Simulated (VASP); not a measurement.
Crystal: TePb.

```
Pb Te
1.0
     0.00000    3.23100    3.23100
     3.23100    0.00000    3.23100
     3.23100    3.23100    0.00000
Pb Te
1 1
Cartesian
  0.0000 0.0000 0.0000
  3.2310 3.2310 3.2310
```

```yaml
Program: VASP 6.6.1
Task: relaxation of cell and atoms
Functional: PBE-based screened hybrid with 25 % exact exchange
Potentials_or_basis: VASP PAW PBE potentials, release 64 (Pb_d, Te)
Cutoff: 600 eV
k_mesh: 4 × 4 × 4
Occupations: fermi-dirac, width 0.05 eV
Spin: no spin polarisation
```

At the start: pressure 1.1 GPa; volume 33.73 Å³/atom.

**Question.** How do energy, volume and symmetry change on relaxing?

**Answer.** Over 3 steps the energy falls by 2.9 meV/atom and the volume is 34.58 Å³/atom (+2.5 %); space group Fm-3m (No. 225, to 0.1 Å) before and after.

Step by step:
| step | energy change (eV) | largest force (eV/Å) | pressure (GPa) | volume (Å³) |
| --- | --- | --- | --- | --- |
| 1 | 0.0000 | 0.0000 | 1.11 | 67.46 |
| 2 | -0.0051 | 0.0000 | -0.35 | 69.77 |
| 3 | -0.0058 | 0.0000 | 0.00 | 69.16 |

Final structure:
```
Pb Te
1.0
     0.00000    3.25799    3.25799
     3.25799    0.00000    3.25799
     3.25799    3.25799    0.00000
Pb Te
1 1
Direct
  0.00000 0.00000 0.00000
  0.50000 0.50000 0.50000
```

Caveat: the k points lie up to 0.42 Å⁻¹ apart in the final cell; the PAW data sets were made with another functional, which shifts forces and pressure a little.
